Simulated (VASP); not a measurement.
# Os (P4/mmm) in VASP: relaxation of cell and atoms with PBE

Aim: the relaxation of cell and atoms of Os with PBE.

All numbers are computed with VASP 6.6.1; they aren't measurements. Logs are shortened: lines on timing, memory, paths and dates and some standing lists are left out, and cuts for length are marked.

**1. The cell of the first run**

It takes space group P4/mmm (No. 123, tetragonal). Conventional cell: a = 2.108 Å, b = 2.108 Å, c = 6.291 Å, α = 90.00°, β = 90.00°, γ = 90.00°. Within 2.8 Å of Os (site symmetry 4/mmm) lie 4 Os at 2.11 Å.

The cell was generated, and may not be a known phase.

**2. Relaxation of cell and atoms, PBE**

The input, INCAR:

```
PREC     = Accurate       # precision mode
ENCUT    = 560            # plane-wave cutoff, eV
EDIFF    = 1E-7           # SCF threshold, eV
ISMEAR   = 0              # smearing method
SIGMA    = 0.1            # smearing width, eV
LREAL    = False          # projectors in reciprocal space
LASPH    = True           # aspherical terms in the spheres
NELM     = 120            # most SCF steps
ALGO     = Normal         # electronic algorithm
ISIF     = 3              # what is computed and relaxed
LWAVE    = False          # write WAVECAR
LCHARG   = False          # write CHGCAR
GGA      = PE             # functional
IBRION   = 2              # ionic algorithm
NSW      = 90             # ionic steps
EDIFFG   = -0.04          # ionic threshold
GGA_COMPAT= False        
NELMIN   = 4
```

The input, KPOINTS:

```
Automatic mesh
0
Gamma
  8 8 4
```

The input, POSCAR:

```
Os
1.0
    2.1075628400      0.0000000000      0.0000000000
    0.0000000000      2.1075628400      0.0000000000
    0.0000000000      0.0000000000      6.2909272500
Os
1
Direct
    0.0000000000      0.0000000000      0.5000000000
```

Potentials or basis: VASP PAW PBE potentials, release 64 (Os_sv_GW).

Started as:

```bash
$ cat potpaw_PBE.64/Os_sv_GW/POTCAR > POTCAR
$ mpirun -np 1 vasp_std > vasp.out
```

OUTCAR:

```text
PREC = Accurate
   ENCUT = 560
   EDIFF = 1E-7
   ISMEAR = 0
   LREAL = False
   LASPH = True
   NELM = 120
   ISIF = 3
   GGA = PE
   IBRION = 2
   NSW = 90
   EDIFFG = -0.04
   NELMIN = 4

 ion  position               nearest neighbor table
   1  0.000  0.000  0.500-

  LATTYP: Found a simple tetragonal cell.
 ALAT       =     2.1075628400
 C/A-ratio  =     2.9849298586

  Lattice vectors:

 A1 = (   2.1075628400,   0.0000000000,   0.0000000000)
 A2 = (   0.0000000000,   2.1075628400,   0.0000000000)
 A3 = (   0.0000000000,   0.0000000000,   6.2909272500)

Analysis of symmetry for initial positions (statically):
=====================================================================
 Subroutine PRICEL returns:
 Original cell was already a primitive cell.

 Routine SETGRP: Setting up the symmetry group for a
 simple tetragonal supercell.

 Subroutine GETGRP returns: Found 16 space group operations
 (whereof 16 operations were pure point group operations)
 out of a pool of 16 trial point group operations.

The static configuration has the point symmetry D_4h.

Analysis of symmetry for dynamics (positions and initial velocities):
=====================================================================
 Subroutine PRICEL returns:
 Original cell was already a primitive cell.

 Routine SETGRP: Setting up the symmetry group for a
 simple tetragonal supercell.

 Subroutine GETGRP returns: Found 16 space group operations
 (whereof 16 operations were pure point group operations)
 out of a pool of 16 trial point group operations.

The dynamic configuration has the point symmetry D_4h.

 Subroutine INISYM returns: Found 16 space group operations
 (whereof 16 operations are pure point group operations),
 and found     1 'primitive' translations

----------------------------------------------------------------------------------------

                                     Primitive cell

  volume of cell :      27.9432

  direct lattice vectors                    reciprocal lattice vectors
     2.107562840  0.000000000  0.000000000     0.474481700  0.000000000  0.000000000
     0.000000000  2.107562840  0.000000000     0.000000000  0.474481700  0.000000000
     0.000000000  0.000000000  6.290927250     0.000000000  0.000000000  0.158959079

  length of vectors
     2.107562840  2.107562840  6.290927250     0.474481700  0.474481700  0.158959079

  position of ions in fractional coordinates (direct lattice)
     0.000000000  0.000000000  0.500000000
[... 75 lines left out ...]
   NELM   =    120;   NELMIN=  4; NELMDL= -5     # of ELM steps
   EDIFF  = 0.1E-06   stopping-criterion for ELM
   LREAL  =      F    real-space projection
   EDIFFG = -.4E-01   stopping-criterion for IOM
   NSW    =     90    number of steps for IOM
   IBRION =      2    ionic relax: 0-MD 1-quasi-New 2-CG
   NFREE  =      1    steps in history (QN), initial steepest desc. (CG)
   ISIF   =      3    stress and relaxation
   ISYM   =      2    0-nonsym 1-usesym 2-fastsym
   POTIM  = 0.5000    time-step for ionic-motion
   TEBEG  =    0.0;   TEEND  =   0.0 temperature during run
   PSTRESS=    0.0 pullay stress
   NELECT =      16.0000    total number of electrons
   NUPDOWN=      -1.0000    fix difference up-down
   EMIN   =  10.00;   EMAX   =-10.00  energy-range for DOS
   EFERMI =   0.00;   METHOD = LEGACY
   ISMEAR =     0;   SIGMA  =   0.10  broadening in eV -4-tet -1-fermi 0-gaus
   EFERMI_NEDOS =   21; number of points for ismear=-14 and -15
   IALGO  =     38    algorithm
   IMIX   =      4    mixing-type and parameters
     AMIX     =   0.40;   BMIX     =  1.00
     AMIX_MAG =   1.60;   BMIX_MAG =  1.00
  volume/ion in A,a.u.               =      27.94       188.57
  Fermi-wavevector in a.u.,A,eV,Ry     =   1.359428  2.568947 25.144176  1.848045
  Thomas-Fermi vector in A             =   2.486177
   LORBIT       =      0    0 simple, 1 ext, 2 COOP (PROOUT), +10 PAW based schemes
   GGA     = PE    functional components
   LHFCALC =     F    Hartree Fock is set to
   AEXX    =    0.0000 exact exchange contribution
   IVDW    =     0    specifies the selected vdW correction
   LEPSILON=     F    determine dielectric tensor
   LRPA    =     F    only Hartree local field effects (RPA)
 conjugate gradient relaxation of ions
 non-spin polarized calculation
 Gauss-broadening in eV      SIGMA  =   0.10
  energy-cutoff  :      560.00
  volume of cell :       27.94
 maximum number of plane-waves:       860
   NGX =  9   NGY =  9   NGZ = 25

--------------------------------------- Ionic step        1  -------------------------------------------

 number of electron      16.0000001 magnetization

 Free energy of the ion-electron system (eV)
  ---------------------------------------------------
  ext. energy  EPLUGINS =         0.00000000
  ---------------------------------------------------
  free energy    TOTEN  =        -6.70100011 eV

  energy without entropy =       -6.69373739  energy(sigma->0) =       -6.69736875

------------------------ aborting loop because EDIFF is reached ----------------------------------------

  FORCE on cell =-STRESS in cart. coord.  units (eV):
  Direction    XX          YY          ZZ          XY          YZ          ZX
  --------------------------------------------------------------------------------------
  -------------------------------------------------------------------------------------
  Total       25.3034898     25.3034898     -0.1700721      0.0000000     -0.0000000     -0.0000000
  in kB     1450.8258219   1450.8258219     -9.7514226      0.0000000     -0.0000000     -0.0000000
  external PRESSURE =     963.9667404 kB  Pullay stress =       0.0000000 kB
[... 1184 lines left out ...]
      1     -76.3320      2.00000
      2     -36.3855      2.00000
      3     -35.5858      2.00000
      4     -35.4142      2.00000
      5       5.3859      2.00000
      6       5.6862      2.00000
      7       7.8686      2.00000
      8       8.0553      2.00000
      9      10.6248      0.00000
     10      13.6614      0.00000
     11      17.3551      0.00000
     12      24.8763      0.00000

 [... further k-points ...]

[... ionic steps 4 to 25 ...]

--------------------------------------- Ionic step       26  -------------------------------------------

 number of electron      16.0000003 magnetization

------------------------ aborting loop because EDIFF is reached ----------------------------------------
[... 65 lines left out ...]
--------------------------------------- Ionic step       28  -------------------------------------------

 number of electron      16.0000003 magnetization

 Free energy of the ion-electron system (eV)
  ---------------------------------------------------
  ext. energy  EPLUGINS =         0.00000000
  ---------------------------------------------------
  free energy    TOTEN  =       -10.83955938 eV

  energy without entropy =      -10.83250922  energy(sigma->0) =      -10.83603430

 E-fermi :  10.6154     XC(G=0): -13.2643

 val. band max:       10.5886249904   @ k =   0.5000   0.2500   0.2500
 cond. band min:      10.6260592228   @ k =   0.1250   0.0000   0.5000
 fundamental gap:      0.0374342324
 Fermi energy:        10.6154200892
[... 388 lines left out ...]
  FREE ENERGIE OF THE ION-ELECTRON SYSTEM (eV)
  ---------------------------------------------------
  free  energy   TOTEN  =       -10.8395593769 eV

  energy  without entropy=      -10.8325092190  energy(sigma->0) =      -10.83603430

 reached required accuracy - stopping structural energy minimisation
```

OSZICAR:

```text
N       E                     dE             d eps       ncg     rms          rms(c)
DAV:   1     0.142176614097E+03    0.14218E+03   -0.12309E+04  1352   0.137E+03
DAV:   2    -0.152282491862E+01   -0.14370E+03   -0.13524E+03  1300   0.374E+02
DAV:   3    -0.705888834381E+01   -0.55361E+01   -0.53961E+01  1272   0.747E+01
[... 424 lines left out ...]
DAV:   4    -0.108395571882E+02   -0.50765E-06   -0.96744E-06  1208   0.356E-02    0.354E-02
DAV:   5    -0.108395587322E+02   -0.15440E-05   -0.10300E-06  1140   0.105E-02    0.480E-03
DAV:   6    -0.108395592484E+02   -0.51624E-06   -0.91434E-08   928   0.302E-03    0.264E-03
DAV:   7    -0.108395593852E+02   -0.13681E-06   -0.68847E-09   540   0.104E-03    0.110E-03
DAV:   8    -0.108395593769E+02    0.82964E-08   -0.47709E-10   540   0.268E-04
  28 F= -.10839559E+02 E0= -.10836034E+02  d E =-.427044E-04
```

CONTCAR:

```text
Os
   1.00000000000000
     2.4955146175285909    0.0000000000000000   -0.0000000000000000
     0.0000000000000000    2.4955146175285909   -0.0000000000000000
     0.0000000000000001   -0.0000000000000000    2.7119294258218374
  Os
     1
Direct
     0.0000000000000000    0.0000000000000000    0.5000000000000000

  0.00000000E+00  0.00000000E+00  0.00000000E+00
```

It took 3.8 min on 1 thread of Intel Xeon Platinum 8488C (Sapphire Rapids), shared host; peak memory 0.18 GiB.

Results:

```
Free energy                           : -10.8396 eV
Relaxed volume                        : 16.89 Å³/atom
Relaxed cell                          : a = 2.496 Å, b = 2.496 Å, c = 2.712 Å, α = 90.00°, β = 90.00°, γ = 90.00°
Space group after relaxing (to 0.1 Å) : P4/mmm (No. 123)
Pressure after relaxing               : -0.1 GPa
Band gap on the k mesh                : zero (bands 8 and 9 overlap by 5.27 eV)
```

Final structure:
```
CELL_PARAMETERS angstrom
2.49551 0.00000 0.00000
0.00000 2.49551 0.00000
0.00000 0.00000 2.71193
ATOMIC_POSITIONS crystal
Os 0.00000 0.00000 0.50000
```

Caveat: the k points lie up to 0.58 Å⁻¹ apart in the final cell, too coarse for converged energies and pressures of a metal; the volume moved by over 15 % at a fixed basis, so the end points are rough; spin-orbit coupling is left out, which moves the levels of the heavy elements.

The gap in the log of VASP goes by the Fermi energy; the results here count the filled bands.